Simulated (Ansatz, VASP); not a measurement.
# Two plane-wave programs on CaF2

Contents of INCAR:

```
PREC = Accurate
ENCUT = 600
EDIFF = 1E-6
ISMEAR = 0
SIGMA = 0.01
LREAL = False
LASPH = True
NELM = 120
ALGO = Normal
ISIF = 2
LWAVE = False
LCHARG = False
NBANDS = 19
GGA_COMPAT = False
```

KPOINTS

```
Automatic mesh
0
Gamma
  4 4 4
```

The input POSCAR:

```
CaF2
1.0
    0.0000000000      2.7195928860      2.7195928860
    2.7195928860      0.0000000000      2.7195928860
    2.7195928860      2.7195928860      0.0000000000
Ca F
1 2
Direct
    0.0000000000      0.0000000000      0.0000000000
    0.2500000000      0.2500000000      0.2500000000
    0.7500000000      0.7500000000      0.7500000000
```

Input for Ansatz:

```yaml
crystal:
  lattice:
    - [0.0, 2.719592886, 2.719592886]
    - [2.719592886, 0.0, 2.719592886]
    - [2.719592886, 2.719592886, 0.0]
  atoms:
    - { symbol: Ca, position: [0.0, 0.0, 0.0] }
    - { symbol: F, position: [0.25, 0.25, 0.25] }
    - { symbol: F, position: [0.75, 0.75, 0.75] }
kpoints:
  mp_grid: { grid: [4, 4, 4] }
hamiltonian:
  xc: lda
scf:
  occupations: { method: fixed }
output:
  optics:
    e_range: [0, 15]
    de: 0.05
    sigma: 0.4
    scissors: 1.0
    scheme: gaussian
    bands: { spectra_wanted_up_to: 15 }
    kdotp_interpolation: "off"
```

Alike in both runs: task single point; functional LDA; k mesh 4 × 4 × 4; no spin polarisation.

|  | VASP | Ansatz |
| --- | --- | --- |
| version | VASP 6.6.1 | Ansatz 0.2.0 |
| potentials or method | VASP PAW LDA potentials, release 64 (Ca_sv, F) | plane waves, PAW |
| plane-wave cutoff (eV) | 600 | 420 |
| occupations | gaussian, width 0.01 eV | fixed |
| valence electrons in the cell | 24 | 24 |

|  | VASP | Ansatz | Ansatz less VASP |
| --- | --- | --- | --- |
| gap on the k mesh at the Fermi level (eV) | 6.98 | 7.00 | +0.020 |

LDA's correlation is that of Perdew and Zunger in VASP and of Perdew and Wang (1992) in Ansatz.

The k mesh is coarse, so the values compare programs but aren't converged.
